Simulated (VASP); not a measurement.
The system is Ti.

```
CELL_PARAMETERS angstrom
4.56737 0.00000 0.00000
-2.28369 3.95546 0.00000
0.00000 0.00000 2.82624
ATOMIC_POSITIONS crystal
Ti 0.66667 0.33333 0.50000
Ti 0.33333 0.66667 0.50000
Ti 0.00000 0.00000 0.00000
```

This isn't the form of Ti at room conditions, which is hcp.

* Program: VASP 6.6.1
* Task: relaxation of cell and atoms
* Functional: revPBE
* Potentials or basis: VASP PAW PBE potentials, release 64 (Ti_sv)
* Cutoff: 600 eV
* k mesh: 7 × 7 × 9
* Occupations: fermi-dirac, width 0.05 eV
* Spin: no spin polarisation

At the start: pressure 2.9 GPa; volume 17.02 Å³/atom.

Task: How do energy, volume and symmetry change on relaxing?

Result: Over 7 steps the energy falls by 4.0 meV/atom and the volume is 17.47 Å³/atom (+2.7 %); space group P6/mmm (No. 191, to 0.1 Å) before and after.

The path:
```tsv
step	energy change (eV)	largest force (eV/Å)	pressure (GPa)	volume (Å³)
1	0.0000	0.0000	2.91	51.06
2	-0.0063	0.0000	-1.89	53.38
3	-0.0120	0.0000	-0.01	52.41
4	-0.0120	0.0000	0.04	52.38
5	-0.0121	0.0000	0.05	52.38
6	-0.0121	0.0000	0.05	52.38
7	-0.0121	0.0000	-0.01	52.42
```

Final structure:
```yaml
crystal:
  lattice:
    - [4.61105, 0.00000, 0.00000]
    - [-2.30553, 3.99329, 0.00000]
    - [0.00000, 0.00000, 2.84709]
  atoms:
    - { symbol: Ti, position: [0.66667, 0.33333, 0.50000] }
    - { symbol: Ti, position: [0.33333, 0.66667, 0.50000] }
    - { symbol: Ti, position: [0.00000, 0.00000, 0.00000] }
```

Caveat: the PAW data sets were made with another functional, which shifts forces and pressure a little.
